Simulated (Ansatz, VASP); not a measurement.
KTaO3 in VASP and in Ansatz

File INCAR:

```
SYSTEM = KTaO3
PREC = Accurate ; ENCUT = 520
EDIFF = 1E-6 ; ISMEAR = 0
SIGMA = 0.05 ; LREAL = .False.
LASPH = .True. ; NELM = 80
ALGO = Normal ; ISIF = 2
LWAVE = .False. ; LCHARG = .False.
GGA = PE ; NBANDS = 27
```

The input KPOINTS:

```
Automatic mesh
0
Gamma
  8 8 8
  0 0 0
```

The input POSCAR:

```
KTaO3
1.0
    4.3326767065      0.0000000000      0.0000000000
    0.0000000000      4.3326767065      0.0000000000
    0.0000000000      0.0000000000      3.3794878311
K Ta O
1 1 3
Direct
    0.5000000000      0.5000000000      0.5000000000
    0.0000000000      0.0000000000      0.0000000000
    0.5000000000      0.0000000000      0.0000000000
    0.0000000000      0.5000000000      0.0000000000
    0.0000000000      0.0000000000      0.5000000000
```

Input for Ansatz:

```yaml
crystal:
  lattice:
    - [4.3326767065, 0.0, 0.0]
    - [0.0, 4.3326767065, 0.0]
    - [0.0, 0.0, 3.3794878311]
  atoms:
    - { symbol: K, position: [0.5, 0.5, 0.5] }
    - { symbol: Ta, position: [0.0, 0.0, 0.0] }
    - { symbol: O, position: [0.5, 0.0, 0.0] }
    - { symbol: O, position: [0.0, 0.5, 0.0] }
    - { symbol: O, position: [0.0, 0.0, 0.5] }
basis:
  ecutwfc: 420
kpoints:
  mp_grid: { grid: [8, 8, 8] }
hamiltonian:
  xc: pbe
scf:
  occupations: { method: gaussian, width: 0.05 }
output:
  forces: true
  stress: true
  eigenvalues: true
```

Alike in both runs: task single point; functional PBE; k mesh 8 × 8 × 8; occupations gaussian, width 0.05 eV; no spin polarisation.

|  | VASP | Ansatz |
| --- | --- | --- |
| version | VASP 6.6.1 | Ansatz 0.2.0 |
| potentials or method | VASP PAW PBE potentials, release 64 (K_sv, Ta_pv, O), cutoff 520 eV | scalar-relativistic, plane waves, PAW |
| valence electrons in the cell | 38 | 40 |

|  | VASP | Ansatz | Ansatz less VASP |
| --- | --- | --- | --- |
| gap on the k mesh at the Fermi level (eV) | 1.64 | 1.68 | +0.041 |
| least direct gap on the mesh (eV) | 1.70 | 1.77 | +0.072 |

VASP's potentials hold 38 valence electrons a cell and Ansatz's 40, so a difference there can come from the potentials and not from the codes.

Neither program's run includes spin-orbit coupling.
